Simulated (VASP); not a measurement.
# KF (zincblende type) (F-43m) in VASP: further runs

Runs on KF (zincblende type). Level: PBE. Tasks: electric field gradients.

All numbers are computed with VASP 6.6.1; they aren't measurements. Logs are shortened: lines on timing, memory, paths and dates and some standing lists are left out, and cuts for length are marked.

### Step 1. The cell of the first run

The structure is cubic, space group F-43m (No. 216). Conventional cell: a = 5.869 Å, b = 5.869 Å, c = 5.869 Å, α = 90.00°, β = 90.00°, γ = 90.00°. K (site symmetry -43m) has 4 F at 2.54 Å within 3.4 Å. Within 3.4 Å of F (site symmetry -43m) lie 4 K at 2.54 Å.

### Step 2. Electric field gradients, PBE (25.27 Å³/atom)

The input, INCAR:

```
PREC = Accurate
ENCUT = 520
EDIFF = 1E-8
ISMEAR = -1
SIGMA = 0.05
LREAL = F
LASPH = T
NELM = 120
ALGO = Normal
ISIF = 2
LWAVE = F
LCHARG = F
GGA = PE
LEFG = T
NBANDS = 15
GGA_COMPAT = F
```

The input, KPOINTS:

```
regular mesh
0
Gamma
  11 11 11
```

The input, POSCAR:

```
KF
1.0
    0.0000000000      2.9345970518      2.9345970518
    2.9345970518      0.0000000000      2.9345970518
    2.9345970518      2.9345970518      0.0000000000
K F
1 1
Direct
    0.0000000000      0.0000000000      0.0000000000
    0.2500000000      0.2500000000      0.2500000000
```

Potentials or basis: VASP PAW PBE potentials, release 64 (K_sv, F).

Launch:

```sh
$ cat potpaw_PBE.64/K_sv/POTCAR potpaw_PBE.64/F/POTCAR > POTCAR
$ mpirun -np 1 vasp_std > vasp.out
```

OUTCAR:

```text
PREC = Accurate
   ENCUT = 520
   EDIFF = 1E-8
   ISMEAR = -1
   LREAL = F
   LASPH = T
   NELM = 120
   ISIF = 2
   GGA = PE

 ion  position               nearest neighbor table
   1  0.000  0.000  0.000-   2 2.54   2 2.54   2 2.54   2 2.54
   2  0.250  0.250  0.250-   1 2.54   1 2.54   1 2.54   1 2.54

  LATTYP: Found a face centered cubic cell.
 ALAT       =     5.8691941036

  Lattice vectors:

 A1 = (   0.0000000000,   2.9345970518,   2.9345970518)
 A2 = (   2.9345970518,   0.0000000000,   2.9345970518)
 A3 = (   2.9345970518,   2.9345970518,   0.0000000000)

Analysis of symmetry for initial positions (statically):
=====================================================================
 Subroutine PRICEL returns:
 Original cell was already a primitive cell.

 Routine SETGRP: Setting up the symmetry group for a
 face centered cubic supercell.

 Subroutine GETGRP returns: Found 24 space group operations
 (whereof 24 operations were pure point group operations)
 out of a pool of 48 trial point group operations.

The static configuration has the point symmetry T_d .

Analysis of symmetry for dynamics (positions and initial velocities):
=====================================================================
 Subroutine PRICEL returns:
 Original cell was already a primitive cell.

 Routine SETGRP: Setting up the symmetry group for a
 face centered cubic supercell.

 Subroutine GETGRP returns: Found 24 space group operations
 (whereof 24 operations were pure point group operations)
 out of a pool of 48 trial point group operations.

The dynamic configuration has the point symmetry T_d .

 Subroutine INISYM returns: Found 24 space group operations
 (whereof 24 operations are pure point group operations),
 and found     1 'primitive' translations

----------------------------------------------------------------------------------------

                                     Primitive cell

  volume of cell :      50.5447

  direct lattice vectors                    reciprocal lattice vectors
     0.000000000  2.934597052  2.934597052    -0.170381143  0.170381143  0.170381143
     2.934597052  0.000000000  2.934597052     0.170381143 -0.170381143  0.170381143
     2.934597052  2.934597052  0.000000000     0.170381143  0.170381143 -0.170381143

  length of vectors
     4.150146951  4.150146951  4.150146951     0.295108796  0.295108796  0.295108796

  position of ions in fractional coordinates (direct lattice)
     0.000000000  0.000000000  0.000000000
     0.250000000  0.250000000  0.250000000

  ion indices of the primitive-cell ions
   primitive index   ion index
                 1           1
                 2           2

----------------------------------------------------------------------------------------

 KPOINTS: regular mesh

Automatic generation of k-mesh.
 Grid dimensions read from file:
 generate k-points for:   11   11   11

 Generating k-lattice:

  Cartesian coordinates                     Fractional coordinates (reciprocal lattice)
    -0.015489195  0.015489195  0.015489195     0.090909091  0.000000000  0.000000000
     0.015489195 -0.015489195  0.015489195     0.000000000  0.090909091  0.000000000
     0.015489195  0.015489195 -0.015489195     0.000000000  0.000000000  0.090909091

  Length of vectors
     0.026828072  0.026828072  0.026828072

  Shift w.r.t. Gamma in fractional coordinates (k-lattice)
     0.000000000  0.000000000  0.000000000

 Subroutine IBZKPT returns following result:
 ===========================================

 Found     56 irreducible k-points:

 Following reciprocal coordinates:
            Coordinates               Weight
  0.000000  0.000000  0.000000      1.000000
  0.090909  0.000000  0.000000      8.000000
  0.181818  0.000000  0.000000      8.000000
  0.272727  0.000000  0.000000      8.000000
  0.363636  0.000000  0.000000      8.000000
  0.454545  0.000000  0.000000      8.000000
[... 16 lines left out ...]
 -0.272727  0.181818  0.000000     24.000000
 -0.181818  0.181818  0.000000     12.000000
 [... further k-points ...]
   k-points           NKPTS =     56   k-points in BZ     NKDIM =     56   number of bands    NBANDS=     15
   number of dos      NEDOS =    301   number of ions     NIONS =      2
   total plane-waves  NPLWV =  32768
   dimension x,y,z NGX =    32 NGY =   32 NGZ =   32
   dimension x,y,z NGXF=    64 NGYF=   64 NGZF=   64
   ions per type =               1   1
   NGX,Y,Z   is equivalent  to a cutoff of  12.82, 12.82, 12.82 a.u.
   NGXF,Y,Z  is equivalent  to a cutoff of  25.64, 25.64, 25.64 a.u.
 SYSTEM =  unknown system
   PREC   = accura    normal or accurate (medium, high low for compatibility)
   ISTART =      0    job   : 0-new  1-cont  2-samecut
   ICHARG =      2    charge: 1-file 2-atom 10-const
   ISPIN  =      1    spin polarized calculation?
   LNONCOLLINEAR =      F non collinear calculations
   LSORBIT =      F    spin-orbit coupling
   LASPH  =      T    aspherical Exc in radial PAW
   ENCUT  =  520.0 eV  38.22 Ry    6.18 a.u.   7.72  7.72  7.72*2*pi/ulx,y,z
   NELM   =    120;   NELMIN=  2; NELMDL= -5     # of ELM steps
   EDIFF  = 0.1E-07   stopping-criterion for ELM
   LREAL  =      F    real-space projection
   EDIFFG = 0.1E-06   stopping-criterion for IOM
   NSW    =      0    number of steps for IOM
   IBRION =     -1    ionic relax: 0-MD 1-quasi-New 2-CG
   NFREE  =      0    steps in history (QN), initial steepest desc. (CG)
   ISIF   =      2    stress and relaxation
   ISYM   =      2    0-nonsym 1-usesym 2-fastsym
   POTIM  = 0.5000    time-step for ionic-motion
   TEBEG  =    0.0;   TEEND  =   0.0 temperature during run
   PSTRESS=    0.0 pullay stress
   NELECT =      16.0000    total number of electrons
   NUPDOWN=      -1.0000    fix difference up-down
   EMIN   =  10.00;   EMAX   =-10.00  energy-range for DOS
   EFERMI =   0.00;   METHOD = LEGACY
   ISMEAR =    -1;   SIGMA  =   0.05  broadening in eV -4-tet -1-fermi 0-gaus
   EFERMI_NEDOS =   21; number of points for ismear=-14 and -15
   IALGO  =     38    algorithm
   IMIX   =      4    mixing-type and parameters
     AMIX     =   0.40;   BMIX     =  1.00
     AMIX_MAG =   1.60;   BMIX_MAG =  1.00
  volume/ion in A,a.u.               =      25.27       170.55
  Fermi-wavevector in a.u.,A,eV,Ry     =   1.115723  2.108411 16.937044  1.244838
  Thomas-Fermi vector in A             =   2.252330
   LORBIT       =      0    0 simple, 1 ext, 2 COOP (PROOUT), +10 PAW based schemes
   GGA     = PE    functional components
   LHFCALC =     F    Hartree Fock is set to
   AEXX    =    0.0000 exact exchange contribution
   IVDW    =     0    specifies the selected vdW correction
   LEPSILON=     F    determine dielectric tensor
   LRPA    =     F    only Hartree local field effects (RPA)
 non-spin polarized calculation
  energy-cutoff  :      520.00
  volume of cell :       50.54
 maximum number of plane-waves:      1379
   NGX = 15   NGY = 15   NGZ = 15

 number of electron      15.9999996 magnetization

 Free energy of the ion-electron system (eV)
  ---------------------------------------------------
  ext. energy  EPLUGINS =         0.00000000
  ---------------------------------------------------
  free energy    TOTEN  =        -8.12101563 eV

  energy without entropy =       -8.12101563  energy(sigma->0) =       -8.12101563

 E-fermi :  -2.4476     XC(G=0):  -7.0199

 val. band max:       -3.6550207805   @ k =  -0.3636   0.4545   0.1818
 cond. band min:       1.5115658394   @ k =   0.0000   0.0000   0.0000
 fundamental gap:      5.1665866199
 Fermi energy:        -2.4476218866

 k-point     1 :       0.0000    0.0000    0.0000
  band No.  band energies     occupation
      1     -29.8362      2.00000
      2     -22.1786      2.00000
      3     -13.2407      2.00000
      4     -13.2407      2.00000
      5     -13.2407      2.00000
      6      -3.8595      2.00000
      7      -3.8595      2.00000
      8      -3.8595      2.00000
      9       1.5116      0.00000
     10       8.1121      0.00000
     11       8.1121      0.00000
     12       8.2532      0.00000
     13       8.2532      0.00000
     14       8.2532      0.00000
     15      13.2492      0.00000

 k-point     2 :       0.0909    0.0000    0.0000
  band No.  band energies     occupation
      1     -29.8330      2.00000
      2     -22.1853      2.00000
      3     -13.2493      2.00000
      4     -13.2446      2.00000
      5     -13.2446      2.00000
      6      -3.8761      2.00000
      7      -3.8518      2.00000
      8      -3.8518      2.00000
      9       1.6807      0.00000
     10       7.8896      0.00000
     11       7.8896      0.00000
     12       8.1042      0.00000
     13       8.4681      0.00000
     14       8.4681      0.00000
     15      12.4993      0.00000

 k-point     3 :       0.1818    0.0000    0.0000
  band No.  band energies     occupation
      1     -29.8241      2.00000
      2     -22.2024      2.00000
      3     -13.2728      2.00000
      4     -13.2550      2.00000
      5     -13.2550      2.00000
      6      -3.9091      2.00000
      7      -3.8314      2.00000
      8      -3.8314      2.00000
      9       2.1466      0.00000
     10       7.6356      0.00000
     11       7.6356      0.00000
     12       7.7029      0.00000
     13       8.7229      0.00000
     14       8.7229      0.00000
     15      11.4965      0.00000
[... 343 lines left out ...]
 k-point    23 :      -0.2727    0.1818    0.0000
  band No.  band energies     occupation
      1     -29.7988      2.00000
      2     -22.2515      2.00000
      3     -13.3856      2.00000
      4     -13.2813      2.00000
      5     -13.2443      2.00000
      6      -3.9205      2.00000
      7      -3.7872      2.00000
      8      -3.7762      2.00000
      9       3.6274      0.00000
     10       6.3227      0.00000
     11       7.2065      0.00000
     12       7.4151      0.00000
     13       9.1124      0.00000
     14       9.5558      0.00000
     15      10.7598      0.00000

 k-point    24 :      -0.1818    0.1818    0.0000
  band No.  band energies     occupation
      1     -29.8087      2.00000
      2     -22.2325      2.00000
      3     -13.3438      2.00000
      4     -13.2659      2.00000
      5     -13.2512      2.00000
      6      -3.9351      2.00000
      7      -3.8033      2.00000
      8      -3.7907      2.00000
      9       3.0096      0.00000
     10       6.7886      0.00000
     11       7.2142      0.00000
     12       7.7190      0.00000
     13       8.9523      0.00000
     14       9.2026      0.00000
     15      11.1042      0.00000

 [... further k-points ...]

------------------------ aborting loop because EDIFF is reached ----------------------------------------

  FORCE on cell =-STRESS in cart. coord.  units (eV):
  Direction    XX          YY          ZZ          XY          YZ          ZX
  --------------------------------------------------------------------------------------
  -------------------------------------------------------------------------------------
  Total        0.3073226      0.3073226      0.3073226      0.0000000      0.0000000      0.0000000
  in kB        9.7415857      9.7415857      9.7415857      0.0000000      0.0000000      0.0000000
  external PRESSURE =       9.7415857 kB  Pullay stress =       0.0000000 kB

 VOLUME and BASIS-vectors are now :
 -----------------------------------------------------------------------------
  energy-cutoff  :      520.00
  volume of cell :       50.54
      direct lattice vectors                 reciprocal lattice vectors
     0.000000000  2.934597052  2.934597052    -0.170381143  0.170381143  0.170381143
     2.934597052  0.000000000  2.934597052     0.170381143 -0.170381143  0.170381143
     2.934597052  2.934597052  0.000000000     0.170381143  0.170381143 -0.170381143

 POSITION                                       TOTAL-FORCE (eV/Angst)
 -----------------------------------------------------------------------------------
      0.00000      0.00000      0.00000         0.000000      0.000000      0.000000
      1.46730      1.46730      1.46730        -0.000000     -0.000000     -0.000000
 -----------------------------------------------------------------------------------
    total drift:                               -0.000000     -0.000000     -0.000000

  FREE ENERGIE OF THE ION-ELECTRON SYSTEM (eV)
  ---------------------------------------------------
  free  energy   TOTEN  =        -8.1210156327 eV

  energy  without entropy=       -8.1210156327  energy(sigma->0) =       -8.12101563

 Electric field gradients (V/A^2)
---------------------------------------------------------------------
 ion       V_xx      V_yy      V_zz      V_xy      V_xz      V_yz
---------------------------------------------------------------------
   1      -0.000     0.000     0.000     0.000     0.000     0.000
   2      -0.000    -0.000     0.000    -0.000    -0.000    -0.000
---------------------------------------------------------------------

 Electric field gradients after diagonalization (V/A^2)
 (convention: |V_zz| > |V_xx| > |V_yy|)
----------------------------------------------------------------------
 ion       V_xx      V_yy      V_zz     asymmetry (V_yy - V_xx)/ V_zz
----------------------------------------------------------------------
   1      -0.000    -0.000     0.000       0.000
   2       0.000     0.000    -0.001       0.000
----------------------------------------------------------------------

           NMR quadrupolar parameters

 Cq : quadrupolar parameter    Cq=e*Q*V_zz/h
 eta: asymmetry parameters     (V_yy - V_xx)/ V_zz
 Q  : nuclear electric quadrupole moment in mb (millibarn)
----------------------------------------------------------------------
 ion       Cq(MHz)       eta       Q (mb)
----------------------------------------------------------------------
   1       0.000       0.000       1.000
   2      -0.000       0.000       1.000
----------------------------------------------------------------------
```

It took 37 s on 1 thread of Intel Xeon Platinum 8488C (Sapphire Rapids), shared host; peak memory 0.19 GiB.

Results:

```yaml
Free_energy: -8.1210 eV
Pressure: 1.0 GPa
Band_gap_on_the_k_mesh: 5.17 eV (least direct gap 5.37 eV)
Largest_electric_field_gradient_by_atom: zero within the noise of the run
```

Caveat: an odd mesh through Γ misses points on the zone boundary, where band edges can lie.

(Continued in part 2 of 2.)
